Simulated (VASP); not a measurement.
# NbAs (I4_1md) in VASP: single point with r2SCAN

Aim: the single point of NbAs with r2SCAN.

All numbers are computed with VASP 6.6.1; they aren't measurements. Logs are shortened: lines on timing, memory, paths and dates and some standing lists are left out, and cuts for length are marked.

## 1. The cell of the first run

Symmetry: I4_1md, No. 109, tetragonal system. Conventional cell: a = 3.388 Å, b = 3.388 Å, c = 11.910 Å, α = 90.00°, β = 90.00°, γ = 90.00°. Within 3.5 Å of Nb (site symmetry 2mm) lie 6 As at 2.59 to 2.62 Å and 8 Nb at 3.39 to 3.43 Å. As (site symmetry 2mm) has 6 Nb at 2.59 to 2.62 Å and 8 As at 3.39 to 3.43 Å within 3.5 Å.

## 2. Single point, r2SCAN (biaxial strain in the a-b plane: -2.0 %)

Contents of POSCAR:

```
NbAs
1.0
    3.3883678725      0.0000000000      0.0000000000
    0.0000000000      3.3883678725      0.0000000000
    0.0000000000      0.0000000000     11.9095827249
Nb As
4 4
Direct
    0.5000000000      0.5000000000      0.9991416592
    0.5000000000      0.0000000000      0.2491416592
    0.0000000000      0.0000000000      0.4991416592
    0.0000000000      0.5000000000      0.7491416592
    0.0000000000      0.0000000000      0.9168583408
    0.0000000000      0.5000000000      0.1668583408
    0.5000000000      0.5000000000      0.4168583408
    0.5000000000      0.0000000000      0.6668583408
```

Contents of INCAR.step1:

```
SYSTEM = NbAs
  PREC = Accurate
  ENCUT = 520
  ISMEAR = 0
  SIGMA = 0.1
  LREAL = .False.
  LASPH = .True.
  NELM = 80
  NBANDS = 46
  GGA = PE
  ALGO = Normal
  EDIFF = 1E-4
  LWAVE = .True.
  LCHARG = .False.
```

Contents of INCAR.step2:

```
SYSTEM = NbAs
  PREC = Accurate
  ENCUT = 520
  EDIFF = 1E-6
  ISMEAR = 0
  SIGMA = 0.1
  LREAL = .False.
  LASPH = .True.
  NELM = 80
  ALGO = Normal
  ISIF = 2
  LWAVE = .False.
  LCHARG = .True.
  METAGGA = R2SCAN
  LMIXTAU = .True.
  LELF = .True.
  LVHAR = .True.
  NBANDS = 46
  ISTART = 1
```

Contents of KPOINTS:

```
regular mesh
0
Gamma
  10 10 4
  0 0 0
```

Potentials or basis: VASP PAW PBE potentials, release 64 (Nb_sv, As).

Launch:

```
cat potpaw_PBE.64/Nb_sv/POTCAR potpaw_PBE.64/As/POTCAR > POTCAR
cp INCAR.step1 INCAR
mpirun -np 1 vasp_std > vasp.out
cp INCAR.step2 INCAR
mpirun -np 1 vasp_std > vasp.out
```

OUTCAR:

```text
SYSTEM = NbAs
   PREC = Accurate
   ENCUT = 520
   EDIFF = 1E-6
   ISMEAR = 0
   LREAL = .False.
   LASPH = .True.
   NELM = 80
   ISIF = 2
   METAGGA = R2SCAN
   ISTART = 1

 ion  position               nearest neighbor table
   1  0.500  0.500  0.999-   5 2.59   5 2.59   5 2.59   5 2.59   6 2.62   6 2.62
   2  0.500  0.000  0.249-   6 2.59   6 2.59   6 2.59   6 2.59   7 2.62   7 2.62
   3  0.000  0.000  0.499-   7 2.59   7 2.59   7 2.59   7 2.59   8 2.62   8 2.62
   4  0.000  0.500  0.749-   8 2.59   8 2.59   8 2.59   8 2.59   5 2.62   5 2.62
   5  0.000  0.000  0.917-   1 2.59   1 2.59   1 2.59   1 2.59   4 2.62   4 2.62
   6  0.000  0.500  0.167-   2 2.59   2 2.59   2 2.59   2 2.59   1 2.62   1 2.62
   7  0.500  0.500  0.417-   3 2.59   3 2.59   3 2.59   3 2.59   2 2.62   2 2.62
   8  0.500  0.000  0.667-   4 2.59   4 2.59   4 2.59   4 2.59   3 2.62   3 2.62

  LATTYP: Found a simple tetragonal cell.
 ALAT       =     3.3883678725
 C/A-ratio  =     3.5148434801

  Lattice vectors:

 A1 = (   3.3883678725,   0.0000000000,   0.0000000000)
 A2 = (   0.0000000000,   3.3883678725,   0.0000000000)
 A3 = (   0.0000000000,   0.0000000000,  11.9095827249)

Analysis of symmetry for initial positions (statically):
=====================================================================
 Subroutine PRICEL returns following result:

  LATTYP: Found a body centered tetragonal cell.
 ALAT       =     3.3883678725
 C/A-ratio  =     3.5148434801

  Lattice vectors:

 A1 = (  -1.6941839362,   1.6941839362,   5.9547913625)
 A2 = (   1.6941839363,  -1.6941839362,   5.9547913624)
 A3 = (   1.6941839362,   1.6941839362,  -5.9547913625)

   2 primitive cells build up your supercell.

 Routine SETGRP: Setting up the symmetry group for a
 simple tetragonal supercell.

 Subroutine GETGRP returns: Found  8 space group operations
 (whereof  4 operations were pure point group operations)
 out of a pool of 16 trial point group operations.

The static configuration has the point symmetry C_2v.
 The point group associated with its full space group is C_4v.

Analysis of symmetry for dynamics (positions and initial velocities):
=====================================================================
 Subroutine PRICEL returns following result:

  LATTYP: Found a body centered tetragonal cell.
 ALAT       =     3.3883678725
 C/A-ratio  =     3.5148434801

  Lattice vectors:

 A1 = (  -1.6941839362,   1.6941839362,   5.9547913625)
 A2 = (   1.6941839363,  -1.6941839362,   5.9547913624)
 A3 = (   1.6941839362,   1.6941839362,  -5.9547913625)

[... 121 lines left out ...]
   ISYM   =      2    0-nonsym 1-usesym 2-fastsym
   POTIM  = 0.5000    time-step for ionic-motion
   TEBEG  =    0.0;   TEEND  =   0.0 temperature during run
   PSTRESS=    0.0 pullay stress
   NELECT =      72.0000    total number of electrons
   NUPDOWN=      -1.0000    fix difference up-down
   EMIN   =  10.00;   EMAX   =-10.00  energy-range for DOS
   EFERMI =   0.00;   METHOD = LEGACY
   ISMEAR =     0;   SIGMA  =   0.10  broadening in eV -4-tet -1-fermi 0-gaus
   EFERMI_NEDOS =   21; number of points for ismear=-14 and -15
   IALGO  =     38    algorithm
   IMIX   =      4    mixing-type and parameters
     AMIX     =   0.40;   BMIX     =  1.00
     AMIX_MAG =   1.60;   BMIX_MAG =  1.00
  volume/ion in A,a.u.               =      17.09       115.34
  Fermi-wavevector in a.u.,A,eV,Ry     =   1.321985  2.498189 23.778136  1.747644
  Thomas-Fermi vector in A             =   2.451699
   LORBIT       =      0    0 simple, 1 ext, 2 COOP (PROOUT), +10 PAW based schemes
   METAGGA = R2SCAN    functional components
   LHFCALC =     F    Hartree Fock is set to
   AEXX    =    0.0000 exact exchange contribution
   IVDW    =     0    specifies the selected vdW correction
   LEPSILON=     F    determine dielectric tensor
   LRPA    =     F    only Hartree local field effects (RPA)
 non-spin polarized calculation
 Gauss-broadening in eV      SIGMA  =   0.10
  energy-cutoff  :      520.00
  volume of cell :      136.73
 maximum number of plane-waves:      3736
 NGX is ok and might be reduce to    28
   NGX = 13   NGY = 13   NGZ = 45

 number of electron      71.9999999 magnetization

 Free energy of the ion-electron system (eV)
  ---------------------------------------------------
  ext. energy  EPLUGINS =         0.00000000
  ---------------------------------------------------
  free energy    TOTEN  =      -164.40551276 eV

  energy without entropy =     -164.39927465  energy(sigma->0) =     -164.40239371

 E-fermi :   9.8753     XC(G=0): -12.7405

 val. band max:        9.8154910303   @ k =   0.3000   0.0000   0.2500
 cond. band min:       9.9284610203   @ k =   0.5000   0.0000   0.0000
 fundamental gap:      0.1129699899
 Fermi energy:         9.8752571012

 k-point     1 :       0.0000    0.0000    0.0000
  band No.  band energies     occupation
      1     -47.1361      2.00000
      2     -47.1219      2.00000
      3     -47.1219      2.00000
      4     -47.1076      2.00000
      5     -22.6807      2.00000
      6     -22.5223      2.00000
[... 1165 lines left out ...]
     45      12.9383      0.00000
     46      13.3114      0.00000

 [... further k-points ...]

------------------------ aborting loop because EDIFF is reached ----------------------------------------

  FORCE on cell =-STRESS in cart. coord.  units (eV):
  Direction    XX          YY          ZZ          XY          YZ          ZX
  --------------------------------------------------------------------------------------
  -------------------------------------------------------------------------------------
  Total        6.9580040      6.9580040      1.2010358      0.0000000      0.0000000      0.0000000
  in kB       81.5300295     81.5300295     14.0730715      0.0000000      0.0000000      0.0000000
  external PRESSURE =      59.0443769 kB  Pullay stress =       0.0000000 kB

 VOLUME and BASIS-vectors are now :
 -----------------------------------------------------------------------------
  energy-cutoff  :      520.00
  volume of cell :      136.73
      direct lattice vectors                 reciprocal lattice vectors
     3.388367872  0.000000000  0.000000000     0.295127341  0.000000000  0.000000000
     0.000000000  3.388367872  0.000000000     0.000000000  0.295127341  0.000000000
     0.000000000  0.000000000 11.909582725     0.000000000  0.000000000  0.083965998

 POSITION                                       TOTAL-FORCE (eV/Angst)
 -----------------------------------------------------------------------------------
      1.69418      1.69418     11.89936         0.000000     -0.000000      0.218336
      1.69418      0.00000      2.96717        -0.000000      0.000000      0.218336
      0.00000      0.00000      5.94457         0.000000      0.000000      0.218336
      0.00000      1.69418      8.92196         0.000000     -0.000000      0.218336
      0.00000      0.00000     10.91940         0.000000     -0.000000     -0.218336
      0.00000      1.69418      1.98721         0.000000     -0.000000     -0.218336
      1.69418      1.69418      4.96461         0.000000     -0.000000     -0.218336
      1.69418      0.00000      7.94200         0.000000     -0.000000     -0.218336
 -----------------------------------------------------------------------------------
    total drift:                                0.000000      0.000000      0.000563

  FREE ENERGIE OF THE ION-ELECTRON SYSTEM (eV)
  ---------------------------------------------------
  free  energy   TOTEN  =      -164.4055127630 eV

  energy  without entropy=     -164.3992746476  energy(sigma->0) =     -164.40239371
```

OUTCAR.step1:

```text
SYSTEM = NbAs
   PREC = Accurate
   ENCUT = 520
   ISMEAR = 0
   LREAL = .False.
   LASPH = .True.
   NELM = 80
[... 1437 lines left out ...]
      0.00000      1.69418      1.98721        -0.000000     -0.000000     -0.212300
      1.69418      1.69418      4.96461        -0.000000      0.000000     -0.212300
      1.69418      0.00000      7.94200        -0.000000     -0.000000     -0.212300
 -----------------------------------------------------------------------------------
    total drift:                                0.000000      0.000000     -0.005506

  FREE ENERGIE OF THE ION-ELECTRON SYSTEM (eV)
  ---------------------------------------------------
  free  energy   TOTEN  =       -64.8686771370 eV

  energy  without entropy=      -64.8619903286  energy(sigma->0) =      -64.86533373
```

Run time: 15 min. Hardware: 1 thread of Intel Xeon 6975P-C (Granite Rapids), shared host; peak memory 0.48 GiB.

Results:

- Free energy: -164.4055 eV
- Pressure: 5.9 GPa
- Largest force: 0.218 eV/Å
- Band gap on the k mesh: zero (bands 36 and 37 overlap by 0.04 eV)

Forces on the atoms (eV/Å):
```
Nb   0.000  0.000  0.218
Nb   0.000  0.000  0.218
Nb   0.000  0.000  0.218
Nb   0.000  0.000  0.218
As   0.000  0.000 -0.218
As   0.000  0.000 -0.218
As   0.000  0.000 -0.218
As   0.000  0.000 -0.218
```

Stress tensor (GPa, compression positive):
```
8.15 0.00 0.00
0.00 8.15 0.00
0.00 0.00 1.41
```

Caveat: the cell differs from its parent crystal (biaxial strain in the a-b plane: -2.0 %); the stress differs along the axes, from 1 to 8 GPa; the PAW data sets were made with another functional, which shifts forces and pressure a little.

The gap in the log of VASP goes by the Fermi energy; the results here count the filled bands.